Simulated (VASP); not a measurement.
Here is a VASP 6.6.1 calculation.

INCAR

```
PREC = Accurate
ENCUT = 520
EDIFF = 1E-7
ISMEAR = -1
SIGMA = 0.05
LREAL = F
LASPH = T
NELM = 100
ALGO = Normal
ISIF = 2
LWAVE = F
LCHARG = F
GGA = PE
NBANDS = 8
```

File KPOINTS:

```
regular mesh
0
Gamma
  10 10 10
```

File POSCAR:

```
Sb
1.0
   -1.8837342335      1.8837342335      1.8837342335
    1.8837342335     -1.8837342335      1.8837342335
    1.8837342335      1.8837342335     -1.8837342335
Sb
1
Direct
    0.0000000000      0.0000000000      0.0000000000
```

Potentials or basis: VASP PAW PBE potentials, release 64 (Sb).

Launch:

```bash
$ cat potpaw_PBE.64/Sb/POTCAR > POTCAR
$ mpirun -np 1 vasp_std > vasp.out
```

(1) Predict the pressure.

Results:

(1) 1.7 GPa.
